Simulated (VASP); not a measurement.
# AlN (P1) in VASP: relaxation of the atoms with r2SCAN

Aim: the relaxation of the atoms of AlN with r2SCAN.

Everything below comes from runs of VASP 6.6.1. Logs are shortened: lines on timing, memory, paths and dates and some standing lists are left out, and cuts for length are marked.

## Step 1: The cell of the first run

The typed cell holds 2 atoms: a = 2.841 Å, b = 3.021 Å, c = 3.094 Å, α = 67.06°, β = 60.99°, γ = 56.65°.

## Step 2: Relaxation of the atoms, r2SCAN

POSCAR reads:

```
AlN
1.0
    0.1148943049      1.9534918368      2.0597957491
    2.0085114331     -0.0808049681      2.2554950220
    2.1124768164      2.2531564930     -0.1847703514
Al N
1 1
Direct
   -0.0112763166     -0.0303067994     -0.0252449388
    0.7612763166      0.7803067994      0.7752449388
```

INCAR.step1 reads:

```
ALGO = Normal ; EDIFF = 1E-4
ENCUT = 520 ; GGA = PE
ISMEAR = 0 ; LASPH = True
LCHARG = False ; LREAL = False
LWAVE = True ; NELM = 100
PREC = Accurate ; SIGMA = 0.05
```

INCAR.step2 reads:

```
ALGO = Normal ; EDIFF = 1E-6
EDIFFG = -0.01 ; ENCUT = 520
IBRION = 2 ; ISIF = 2
ISMEAR = 0 ; ISTART = 1
LASPH = True ; LCHARG = False
LMIXTAU = True ; LREAL = False
LWAVE = False ; METAGGA = R2SCAN
NELM = 100 ; NSW = 100
PREC = Accurate ; SIGMA = 0.05
```

KPOINTS reads:

```
k-points
0
Gamma
  8 8 8
```

Potentials or basis: VASP PAW PBE potentials, release 64 (Al, N).

Command:

```
cat potpaw_PBE.64/Al/POTCAR potpaw_PBE.64/N/POTCAR > POTCAR
cp INCAR.step1 INCAR
mpirun -np 1 vasp_std > vasp.out
cp INCAR.step2 INCAR
mpirun -np 1 vasp_std > vasp.out
```

OUTCAR:

```text
EDIFF = 1E-6
   EDIFFG = -0.01
   ENCUT = 520
   IBRION = 2
   ISIF = 2
   ISMEAR = 0
   ISTART = 1
   LASPH = True
   LREAL = False
   METAGGA = R2SCAN
   NELM = 100
   NSW = 100
   PREC = Accurate

 ion  position               nearest neighbor table
   1  0.989  0.970  0.975-   2 1.48   2 1.76   2 2.07   2 2.15
   2  0.761  0.780  0.775-   1 1.48   1 1.76   1 2.07   1 2.15

  Warning from LATTYP: Got some problem with cell dimensions!
  Tried to take original basis but could not verify dimensions!
  LATTYP: Found a triclinic cell.
 ALAT       =     5.7706270039
 B/A-ratio  =     0.9727276524
 C/A-ratio  =     1.1136872290
 COS(alpha) =     0.0084952465
 COS(beta)  =     0.6591939999
 COS(gamma) =     0.7519131578

  Lattice vectors:

 A1 = (  -2.1015478948,  -2.6336261173,   4.6848314739)
 A2 = (   1.9045460498,  -2.4147664292,   4.6957603954)
 A3 = (  -6.0036764561,  -0.5185243443,   2.2336371790)

Analysis of symmetry for initial positions (statically):
=====================================================================
 Subroutine PRICEL returns:
 Original cell was already a primitive cell.

 Routine SETGRP: Setting up the symmetry group for a
 triclinic supercell.

 Subroutine GETGRP returns: Found  1 space group operations
 (whereof  1 operations were pure point group operations)
 out of a pool of  2 trial point group operations.

The static configuration has the point symmetry C_1 .

Analysis of symmetry for dynamics (positions and initial velocities):
=====================================================================
 Subroutine PRICEL returns:
 Original cell was already a primitive cell.

 Routine SETGRP: Setting up the symmetry group for a
 triclinic supercell.

 Subroutine GETGRP returns: Found  1 space group operations
 (whereof  1 operations were pure point group operations)
 out of a pool of  2 trial point group operations.

The dynamic configuration has the point symmetry C_1 .

 Subroutine INISYM returns: Found  1 space group operations
 (whereof  1 operations are pure point group operations),
 and found     1 'primitive' translations

----------------------------------------------------------------------------------------

                                     Primitive cell

  volume of cell :      19.1237

  direct lattice vectors                    reciprocal lattice vectors
     0.114894305  1.953491837  2.059795749    -0.264961297  0.268555855  0.245568462
     2.008511433 -0.080804968  2.255495022     0.261559069 -0.228642418  0.202252796
     2.112476816  2.253156493 -0.184770351     0.239102346  0.202783467 -0.205655025

  length of vectors
     2.841142303  3.021242363  3.094093173     0.450145094  0.401990915  0.374946737

  position of ions in fractional coordinates (direct lattice)
     0.988723683  0.969693201  0.974755061
     0.761276317  0.780306799  0.775244939

  ion indices of the primitive-cell ions
   primitive index   ion index
                 1           1
                 2           2

----------------------------------------------------------------------------------------

 KPOINTS: k-points

Automatic generation of k-mesh.
 Grid dimensions read from file:
 generate k-points for:    8    8    8

 Generating k-lattice:

  Cartesian coordinates                     Fractional coordinates (reciprocal lattice)
    -0.033120162  0.033569482  0.030696058     0.125000000  0.000000000  0.000000000
     0.032694884 -0.028580302  0.025281600     0.000000000  0.125000000  0.000000000
     0.029887793  0.025347933 -0.025706878    -0.000000000  0.000000000  0.125000000

  Length of vectors
     0.056268137  0.050248864  0.046868342

  Shift w.r.t. Gamma in fractional coordinates (k-lattice)
     0.000000000  0.000000000  0.000000000

 Subroutine IBZKPT returns following result:
 ===========================================

 Found    260 irreducible k-points:

 Following reciprocal coordinates:
            Coordinates               Weight
  0.000000  0.000000  0.000000      1.000000
  0.125000  0.000000  0.000000      2.000000
  0.250000  0.000000  0.000000      2.000000
  0.375000  0.000000  0.000000      2.000000
  0.500000  0.000000  0.000000      1.000000
 -0.000000  0.125000 -0.000000      2.000000
[... 16 lines left out ...]
  0.125000  0.375000 -0.000000      2.000000
  0.250000  0.375000  0.000000      2.000000
 [... further k-points ...]
   k-points           NKPTS =    260   k-points in BZ     NKDIM =    260   number of bands    NBANDS=      8
   number of dos      NEDOS =    301   number of ions     NIONS =      2
   total plane-waves  NPLWV =  13824
   dimension x,y,z NGX =    24 NGY =   24 NGZ =   24
   dimension x,y,z NGXF=    48 NGYF=   48 NGZF=   48
   ions per type =               1   1
   NGX,Y,Z   is equivalent  to a cutoff of  14.04, 13.21, 12.90 a.u.
   NGXF,Y,Z  is equivalent  to a cutoff of  28.09, 26.41, 25.79 a.u.
 SYSTEM =  unknown system
   PREC   = accura    normal or accurate (medium, high low for compatibility)
   ISTART =      1    job   : 0-new  1-cont  2-samecut
   ICHARG =      0    charge: 1-file 2-atom 10-const
   ISPIN  =      1    spin polarized calculation?
   LNONCOLLINEAR =      F non collinear calculations
   LSORBIT =      F    spin-orbit coupling
   LASPH  =      T    aspherical Exc in radial PAW
   ENCUT  =  520.0 eV  38.22 Ry    6.18 a.u.   5.28  5.62  5.75*2*pi/ulx,y,z
   NELM   =    100;   NELMIN=  2; NELMDL=  0     # of ELM steps
   EDIFF  = 0.1E-05   stopping-criterion for ELM
   LREAL  =      F    real-space projection
   EDIFFG = -.1E-01   stopping-criterion for IOM
   NSW    =    100    number of steps for IOM
   IBRION =      2    ionic relax: 0-MD 1-quasi-New 2-CG
   NFREE  =      1    steps in history (QN), initial steepest desc. (CG)
   ISIF   =      2    stress and relaxation
   ISYM   =      2    0-nonsym 1-usesym 2-fastsym
   POTIM  = 0.5000    time-step for ionic-motion
   TEBEG  =    0.0;   TEEND  =   0.0 temperature during run
   PSTRESS=    0.0 pullay stress
   NELECT =       8.0000    total number of electrons
   NUPDOWN=      -1.0000    fix difference up-down
   EMIN   =  10.00;   EMAX   =-10.00  energy-range for DOS
   EFERMI =   0.00;   METHOD = LEGACY
   ISMEAR =     0;   SIGMA  =   0.05  broadening in eV -4-tet -1-fermi 0-gaus
   EFERMI_NEDOS =   21; number of points for ismear=-14 and -15
   IALGO  =     38    algorithm
   IMIX   =      4    mixing-type and parameters
     AMIX     =   0.40;   BMIX     =  1.00
     AMIX_MAG =   1.60;   BMIX_MAG =  1.00
  volume/ion in A,a.u.               =       9.56        64.53
  Fermi-wavevector in a.u.,A,eV,Ry     =   1.224373  2.313730 20.396355  1.499090
  Thomas-Fermi vector in A             =   2.359450
   LORBIT       =      0    0 simple, 1 ext, 2 COOP (PROOUT), +10 PAW based schemes
   METAGGA = R2SCAN    functional components
   LHFCALC =     F    Hartree Fock is set to
   AEXX    =    0.0000 exact exchange contribution
   IVDW    =     0    specifies the selected vdW correction
   LEPSILON=     F    determine dielectric tensor
   LRPA    =     F    only Hartree local field effects (RPA)
 conjugate gradient relaxation of ions
 non-spin polarized calculation
 Gauss-broadening in eV      SIGMA  =   0.05
  energy-cutoff  :      520.00
  volume of cell :       19.12
 maximum number of plane-waves:       525
 NGX is ok and might be reduce to    24
   NGX = 11   NGY = 11   NGZ = 11

--------------------------------------- Ionic step        1  -------------------------------------------

 number of electron       8.0000000 magnetization

 Free energy of the ion-electron system (eV)
  ---------------------------------------------------
  ext. energy  EPLUGINS =         0.00000000
  ---------------------------------------------------
  free energy    TOTEN  =       -16.34316103 eV

  energy without entropy =      -16.34316103  energy(sigma->0) =      -16.34316103

------------------------ aborting loop because EDIFF is reached ----------------------------------------

  FORCE on cell =-STRESS in cart. coord.  units (eV):
  Direction    XX          YY          ZZ          XY          YZ          ZX
  --------------------------------------------------------------------------------------
  -------------------------------------------------------------------------------------
  Total        7.7382731      9.4319614      7.3866124      3.5533034     10.9244572      5.7331961
  in kB      648.3083868    790.2046852    618.8464385    297.6938586    915.2451845    480.3241036
  external PRESSURE =     685.7865035 kB  Pullay stress =       0.0000000 kB
[... 89 lines left out ...]
  FREE ENERGIE OF THE ION-ELECTRON SYSTEM (eV)
  ---------------------------------------------------
  free  energy   TOTEN  =       -17.6512708854 eV

  energy  without entropy=      -17.6512708854  energy(sigma->0) =      -17.65127089

[... ionic steps 4 to 19 ...]

--------------------------------------- Ionic step       20  -------------------------------------------

 number of electron       8.0000000 magnetization

------------------------ aborting loop because EDIFF is reached ----------------------------------------
[... 67 lines left out ...]
--------------------------------------- Ionic step       22  -------------------------------------------

 number of electron       8.0000000 magnetization

 Free energy of the ion-electron system (eV)
  ---------------------------------------------------
  ext. energy  EPLUGINS =         0.00000000
  ---------------------------------------------------
  free energy    TOTEN  =       -18.06259533 eV

  energy without entropy =      -18.06259533  energy(sigma->0) =      -18.06259533

 E-fermi :   8.9861     XC(G=0): -12.0929

 val. band max:        8.6752363944   @ k =   0.0000   0.0000   0.0000
 cond. band min:       9.9203227787   @ k =  -0.0000   0.5000   0.5000
 fundamental gap:      1.2450863843
 Fermi energy:         8.9861102515

 k-point     1 :       0.0000    0.0000    0.0000
  band No.  band energies     occupation
      1      -9.2267      2.00000
      2       6.7748      2.00000
      3       7.7017      2.00000
      4       8.6752      2.00000
      5      11.3160      0.00000
      6      18.8346      0.00000
      7      20.7246      0.00000
      8      23.6386      0.00000
[... 243 lines left out ...]
 k-point    24 :       0.2500    0.3750    0.0000
  band No.  band energies     occupation
      1      -7.3729      2.00000
      2       3.1580      2.00000
      3       5.5263      2.00000
      4       6.3911      2.00000
      5      13.3547      0.00000
      6      17.2842      0.00000
      7      19.2240      0.00000
      8      23.4173      0.00000

 [... further k-points ...]

------------------------ aborting loop because EDIFF is reached ----------------------------------------

  FORCE on cell =-STRESS in cart. coord.  units (eV):
  Direction    XX          YY          ZZ          XY          YZ          ZX
  --------------------------------------------------------------------------------------
  -------------------------------------------------------------------------------------
  Total       -3.3924004     -0.4709475     -0.4268820     -3.3775918      3.5505330      0.3470426
  in kB     -284.2134971    -39.4557333    -35.7639443   -282.9728358    297.4617578     29.0750454
  external PRESSURE =    -119.8110582 kB  Pullay stress =       0.0000000 kB
[... 17 lines left out ...]
  FREE ENERGIE OF THE ION-ELECTRON SYSTEM (eV)
  ---------------------------------------------------
  free  energy   TOTEN  =       -18.0625953284 eV

  energy  without entropy=      -18.0625953284  energy(sigma->0) =      -18.06259533

 reached required accuracy - stopping structural energy minimisation
```

Wall time 10 min (1 thread of Intel Xeon 6975P-C (Granite Rapids), shared host); peak memory 0.16 GiB.

Results:

```
Free energy                  : -18.0626 eV
Energy gained by relaxing    : 859.7 meV/atom
Ionic steps                  : 22
Pressure after relaxing      : -12.0 GPa
Largest force after relaxing : 0.007 eV/Å
Band gap on the k mesh       : 1.25 eV (least direct gap 2.64 eV)
```

Forces on the atoms (eV/Å):
```
Al  -0.004  0.003  0.004
N    0.004 -0.003 -0.004
```

Step by step:
```tsv
step	energy change (eV)	largest force (eV/Å)	pressure (GPa)
1	0.0000	15.2393	68.58
2	-1.0681	2.9140	8.02
3	-1.3081	1.9424	-5.66
4	-1.5890	0.3630	-23.55
5	-1.5989	0.3393	-24.87
6	-1.5988	0.2470	-24.52
7	-1.6036	0.2258	-24.72
8	-1.6094	0.4076	-24.70
9	-1.6127	0.4105	-24.70
10	-1.6231	0.4236	-24.50
11	-1.6465	0.4579	-23.31
12	-1.6816	0.5540	-17.62
13	-1.6926	0.5614	-15.36
14	-1.6995	0.6127	-11.91
15	-1.7137	0.3350	-11.36
16	-1.7184	0.1080	-10.63
17	-1.7184	0.1062	-10.60
18	-1.7189	0.0728	-11.04
19	-1.7194	0.0317	-11.86
20	-1.7194	0.0321	-11.91
21	-1.7194	0.0115	-11.96
22	-1.7194	0.0066	-11.98
```

Final structure:
```xyz
2
Lattice="0.1149 1.9535 2.0598 2.0085 -0.0808 2.2555 2.1125 2.2532 -0.1848" Properties=species:S:1:pos:R:3 pbc="T T T"
Al    0.5511    0.6302    0.3489
N     2.6258    2.4642    2.7490
```

Caveat: the PAW data sets were made with another functional, which shifts forces and pressure a little. A k mesh can miss the band edges.
